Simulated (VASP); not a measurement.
# PbSe (Pnma) in VASP: single point with PBE+D3(BJ)

Aim: the single point of PbSe with PBE+D3(BJ).

Everything below comes from runs of VASP 6.6.1. Logs are shortened: lines on timing, memory, paths and dates and some standing lists are left out, and cuts for length are marked.

### 1 The cell of the first run

The typed cell holds 8 atoms: a = 12.299 Å, b = 4.332 Å, c = 4.333 Å, α = 90.00°, β = 90.00°, γ = 90.00°.

### 2 Single point, PBE+D3(BJ)

File INCAR:

```
SYSTEM = PbSe
ALGO = Normal
EDIFF = 1E-6
ENCUT = 520
GGA = PE
ISIF = 2
ISMEAR = 0
IVDW = 12
LASPH = .True.
LCHARG = .False.
LREAL = .False.
LWAVE = .False.
NBANDS = 50
NELM = 80
PREC = Accurate
SIGMA = 0.02
```

File KPOINTS:

```
k-points
0
Gamma
  2 6 6
  0 0 0
```

File POSCAR:

```
PbSe
1.0
   12.2988173383      0.0000000000      0.0000000000
    0.0000000000      4.3321113901      0.0000000000
    0.0000000000      0.0000000000      4.3331880565
Pb Se
4 4
Direct
    0.8750081447      0.7500000000      0.7503596610
    0.3750081447      0.7500000000      0.7496403390
    0.1249918553      0.2500000000      0.2496403390
    0.6249918553      0.2500000000      0.2503596610
    0.6250492794      0.7500000000      0.7501593421
    0.1250492794      0.7500000000      0.7498406579
    0.3749507206      0.2500000000      0.2498406579
    0.8749507206      0.2500000000      0.2501593421
```

Potentials or basis: VASP PAW PBE potentials, release 64 (Pb_d, Se).

Launch:

```sh
$ cat potpaw_PBE.64/Pb_d/POTCAR potpaw_PBE.64/Se/POTCAR > POTCAR
$ mpirun -np 1 vasp_std > vasp.out
```

OUTCAR:

```text
SYSTEM = PbSe
   EDIFF = 1E-6
   ENCUT = 520
   GGA = PE
   ISIF = 2
   ISMEAR = 0
   IVDW = 12
   LASPH = .True.
   LREAL = .False.
   NELM = 80
   PREC = Accurate
 IVDW          = 12

 ion  position               nearest neighbor table
   1  0.875  0.750  0.750-   8 3.06   8 3.06   8 3.06   8 3.06   5 3.07   6 3.08
   2  0.375  0.750  0.750-   7 3.06   7 3.06   7 3.06   7 3.06   6 3.07   5 3.08
   3  0.125  0.250  0.250-   6 3.06   6 3.06   6 3.06   6 3.06   7 3.07   8 3.08
   4  0.625  0.250  0.250-   5 3.06   5 3.06   5 3.06   5 3.06   8 3.07   7 3.08
   5  0.625  0.750  0.750-   4 3.06   4 3.06   4 3.06   4 3.06   1 3.07   2 3.08
   6  0.125  0.750  0.750-   3 3.06   3 3.06   3 3.06   3 3.06   2 3.07   1 3.08
   7  0.375  0.250  0.250-   2 3.06   2 3.06   2 3.06   2 3.06   3 3.07   4 3.08
   8  0.875  0.250  0.250-   1 3.06   1 3.06   1 3.06   1 3.06   4 3.07   3 3.08

  LATTYP: Found a simple orthorhombic cell.
 ALAT       =     4.3321113901
 B/A-ratio  =     1.0002485316
 C/A-ratio  =     2.8389891743

  Lattice vectors:

 A1 = (   0.0000000000,   4.3321113901,   0.0000000000)
 A2 = (   0.0000000000,   0.0000000000,   4.3331880565)
 A3 = (  12.2988173383,   0.0000000000,   0.0000000000)

Analysis of symmetry for initial positions (statically):
=====================================================================
 Subroutine PRICEL returns:
 Original cell was already a primitive cell.

 Routine SETGRP: Setting up the symmetry group for a
 simple orthorhombic supercell.

 Subroutine GETGRP returns: Found  8 space group operations
 (whereof  2 operations were pure point group operations)
 out of a pool of  8 trial point group operations.

The static configuration has the point symmetry S_2 .
 The point group associated with its full space group is D_2h.

Analysis of symmetry for dynamics (positions and initial velocities):
=====================================================================
 Subroutine PRICEL returns:
 Original cell was already a primitive cell.

 Routine SETGRP: Setting up the symmetry group for a
 simple orthorhombic supercell.

 Subroutine GETGRP returns: Found  8 space group operations
 (whereof  2 operations were pure point group operations)
 out of a pool of  8 trial point group operations.

The dynamic configuration has the point symmetry S_2 .
 The point group associated with its full space group is D_2h.

 Subroutine INISYM returns: Found  8 space group operations
 (whereof  2 operations are pure point group operations),
 and found     1 'primitive' translations

----------------------------------------------------------------------------------------

                                     Primitive cell

  volume of cell :     230.8716

  direct lattice vectors                    reciprocal lattice vectors
    12.298817338  0.000000000  0.000000000     0.081308631  0.000000000  0.000000000
     0.000000000  4.332111390  0.000000000     0.000000000  0.230834323  0.000000000
     0.000000000  0.000000000  4.333188057     0.000000000  0.000000000  0.230776968

  length of vectors
    12.298817338  4.332111390  4.333188057     0.081308631  0.230834323  0.230776968

  position of ions in fractional coordinates (direct lattice)
     0.875008145  0.750000000  0.750359661
     0.375008145  0.750000000  0.749640339
     0.124991855  0.250000000  0.249640339
     0.624991855  0.250000000  0.250359661
     0.625049279  0.750000000  0.750159342
     0.125049279  0.750000000  0.749840658
     0.374950721  0.250000000  0.249840658
     0.874950721  0.250000000  0.250159342

  ion indices of the primitive-cell ions
   primitive index   ion index
                 1           1
                 2           2
                 3           3
                 4           4
                 5           5
                 6           6
                 7           7
                 8           8

----------------------------------------------------------------------------------------

 KPOINTS: k-points

Automatic generation of k-mesh.
 Grid dimensions read from file:
 generate k-points for:    2    6    6

 Generating k-lattice:

  Cartesian coordinates                     Fractional coordinates (reciprocal lattice)
     0.040654315  0.000000000  0.000000000     0.500000000  0.000000000  0.000000000
     0.000000000  0.038472387  0.000000000     0.000000000  0.166666667  0.000000000
     0.000000000  0.000000000  0.038462828     0.000000000  0.000000000  0.166666667

  Length of vectors
     0.040654315  0.038472387  0.038462828

  Shift w.r.t. Gamma in fractional coordinates (k-lattice)
     0.000000000  0.000000000  0.000000000

 Subroutine IBZKPT returns following result:
 ===========================================

 Found     32 irreducible k-points:

 Following reciprocal coordinates:
            Coordinates               Weight
  0.000000  0.000000  0.000000      1.000000
  0.500000  0.000000  0.000000      1.000000
  0.000000  0.166667  0.000000      2.000000
  0.500000  0.166667  0.000000      2.000000
  0.000000  0.333333  0.000000      2.000000
  0.500000  0.333333  0.000000      2.000000
[... 16 lines left out ...]
  0.000000  0.500000  0.333333      2.000000
  0.500000  0.500000  0.333333      2.000000
 [... further k-points ...]
   k-points           NKPTS =     32   k-points in BZ     NKDIM =     32   number of bands    NBANDS=     50
   number of dos      NEDOS =    301   number of ions     NIONS =      8
   total plane-waves  NPLWV =  98304
   dimension x,y,z NGX =    96 NGY =   32 NGZ =   32
   dimension x,y,z NGXF=   192 NGYF=   64 NGZF=   64
   ions per type =               4   4
   NGX,Y,Z   is equivalent  to a cutoff of  12.98, 12.28, 12.28 a.u.
   NGXF,Y,Z  is equivalent  to a cutoff of  25.95, 24.56, 24.55 a.u.
 SYSTEM =  PbSe
   PREC   = accura    normal or accurate (medium, high low for compatibility)
   ISTART =      0    job   : 0-new  1-cont  2-samecut
   ICHARG =      2    charge: 1-file 2-atom 10-const
   ISPIN  =      1    spin polarized calculation?
   LNONCOLLINEAR =      F non collinear calculations
   LSORBIT =      F    spin-orbit coupling
   LASPH  =      T    aspherical Exc in radial PAW
   ENCUT  =  520.0 eV  38.22 Ry    6.18 a.u.  22.87  8.05  8.06*2*pi/ulx,y,z
   NELM   =     80;   NELMIN=  2; NELMDL= -5     # of ELM steps
   EDIFF  = 0.1E-05   stopping-criterion for ELM
   LREAL  =      F    real-space projection
   EDIFFG = 0.1E-04   stopping-criterion for IOM
   NSW    =      0    number of steps for IOM
   IBRION =     -1    ionic relax: 0-MD 1-quasi-New 2-CG
   NFREE  =      0    steps in history (QN), initial steepest desc. (CG)
   ISIF   =      2    stress and relaxation
   ISYM   =      2    0-nonsym 1-usesym 2-fastsym
   POTIM  = 0.5000    time-step for ionic-motion
   TEBEG  =    0.0;   TEEND  =   0.0 temperature during run
   PSTRESS=    0.0 pullay stress
   NELECT =      80.0000    total number of electrons
   NUPDOWN=      -1.0000    fix difference up-down
   EMIN   =  10.00;   EMAX   =-10.00  energy-range for DOS
   EFERMI =   0.00;   METHOD = LEGACY
   ISMEAR =     0;   SIGMA  =   0.02  broadening in eV -4-tet -1-fermi 0-gaus
   EFERMI_NEDOS =   21; number of points for ismear=-14 and -15
   IALGO  =     38    algorithm
   IMIX   =      4    mixing-type and parameters
     AMIX     =   0.40;   BMIX     =  1.00
     AMIX_MAG =   1.60;   BMIX_MAG =  1.00
  volume/ion in A,a.u.               =      28.86       194.75
  Fermi-wavevector in a.u.,A,eV,Ry     =   1.149868  2.172935 17.989575  1.322196
  Thomas-Fermi vector in A             =   2.286535
   LORBIT       =      0    0 simple, 1 ext, 2 COOP (PROOUT), +10 PAW based schemes
   GGA     = PE    functional components
   LHFCALC =     F    Hartree Fock is set to
   AEXX    =    0.0000 exact exchange contribution
   IVDW    =    12    specifies the selected vdW correction
   LEPSILON=     F    determine dielectric tensor
   LRPA    =     F    only Hartree local field effects (RPA)
 non-spin polarized calculation
 Gauss-broadening in eV      SIGMA  =   0.02
  energy-cutoff  :      520.00
  volume of cell :      230.87
 maximum number of plane-waves:      6296
 NGX is ok and might be reduce to    96
   NGX = 45   NGY = 17   NGZ = 17

 number of electron      80.0000009 magnetization

 Free energy of the ion-electron system (eV)
  ---------------------------------------------------
  ext. energy  EPLUGINS =         0.00000000
  ---------------------------------------------------
  free energy    TOTEN  =       -32.71559426 eV

  energy without entropy =      -32.71559426  energy(sigma->0) =      -32.71559426

 E-fermi :   5.1152     XC(G=0):  -9.5002

 val. band max:        4.9840609187   @ k =   0.0000   0.0000   0.5000
 cond. band min:       5.2956523426   @ k =   0.0000   0.5000   0.0000
 fundamental gap:      0.3115914239
 Fermi energy:         5.1152052798

 k-point     1 :       0.0000    0.0000    0.0000
  band No.  band energies     occupation
      1     -11.9571      2.00000
      2     -11.8813      2.00000
      3     -11.8812      2.00000
      4     -11.8524      2.00000
      5     -11.8437      2.00000
      6     -11.8437      2.00000
[... 42 lines left out ...]
     49       9.7593      0.00000
     50       9.7613      0.00000

 k-point     2 :       0.5000    0.0000    0.0000
  band No.  band energies     occupation
      1     -11.9323      2.00000
      2     -11.9323      2.00000
      3     -11.8499      2.00000
      4     -11.8499      2.00000
      5     -11.8449      2.00000
      6     -11.8449      2.00000
[... 42 lines left out ...]
     49       9.6575      0.00000
     50       9.6583      0.00000

 k-point     3 :       0.0000    0.1667    0.0000
  band No.  band energies     occupation
      1     -11.9416      2.00000
      2     -11.8740      2.00000
      3     -11.8739      2.00000
      4     -11.8449      2.00000
      5     -11.8382      2.00000
      6     -11.8382      2.00000
[... 1102 lines left out ...]
     49       9.6717      0.00000
     50       9.6717      0.00000

 k-point    24 :       0.5000    0.5000    0.3333
  band No.  band energies     occupation
      1     -11.9214      2.00000
      2     -11.9214      2.00000
      3     -11.9214      2.00000
      4     -11.9214      2.00000
      5     -11.8431      2.00000
      6     -11.8431      2.00000
[... 42 lines left out ...]
     49      10.0014      0.00000
     50      10.0015      0.00000

 [... further k-points ...]

------------------------ aborting loop because EDIFF is reached ----------------------------------------

 Edisp (eV)   -2.92667

 E8    (eV) :    -1.3655

  FORCE on cell =-STRESS in cart. coord.  units (eV):
  Direction    XX          YY          ZZ          XY          YZ          ZX
  --------------------------------------------------------------------------------------
  -------------------------------------------------------------------------------------
  Total      -0.03654    -0.02029    -0.03285     0.00000    -0.00000     0.00000
  in kB      -0.25361    -0.14082    -0.22794     0.00000    -0.00000     0.00000
  external pressure =       -0.21 kB  Pullay stress =        0.00 kB

 VOLUME and BASIS-vectors are now :
 -----------------------------------------------------------------------------
  energy-cutoff  :      520.00
  volume of cell :      230.87
      direct lattice vectors                 reciprocal lattice vectors
    12.298817338  0.000000000  0.000000000     0.081308631  0.000000000  0.000000000
     0.000000000  4.332111390  0.000000000     0.000000000  0.230834323  0.000000000
     0.000000000  0.000000000  4.333188057     0.000000000  0.000000000  0.230776968

 POSITION                                       TOTAL-FORCE (eV/Angst)
 -----------------------------------------------------------------------------------
     10.76157      3.24908      3.25145         0.000040     -0.000000     -0.001369
      4.61216      3.24908      3.24833         0.000040      0.000000      0.001369
      1.53725      1.08303      1.08174        -0.000040     -0.000000      0.001369
      7.68666      1.08303      1.08486        -0.000040      0.000000     -0.001369
      7.68737      3.24908      3.25058        -0.000961     -0.000000      0.000418
      1.53796      3.24908      3.24920        -0.000961      0.000000     -0.000418
      4.61145      1.08303      1.08261         0.000961     -0.000000     -0.000418
     10.76086      1.08303      1.08399         0.000961     -0.000000      0.000418
 -----------------------------------------------------------------------------------
    total drift:                                0.000000     -0.000000      0.000000

  FREE ENERGIE OF THE ION-ELECTRON SYSTEM (eV)
  ---------------------------------------------------
  free  energy   TOTEN  =       -35.6422618790 eV

  energy  without entropy=      -35.6422618790  energy(sigma->0) =      -35.64226188
```

Wall time 3.4 min (1 thread of AMD EPYC 7R13 (Zen 3), shared host); peak memory 0.45 GiB.

What came out:

| Quantity | Value |
| --- | --- |
| Free energy | -35.6423 eV |
| Pressure | 0.0 GPa |
| Band gap on the k mesh | 0.31 eV |
| Dispersion energy per atom | -0.366 eV |

Caveat: spin-orbit coupling is left out, which moves the levels of the heavy elements. A k mesh can miss the band edges.
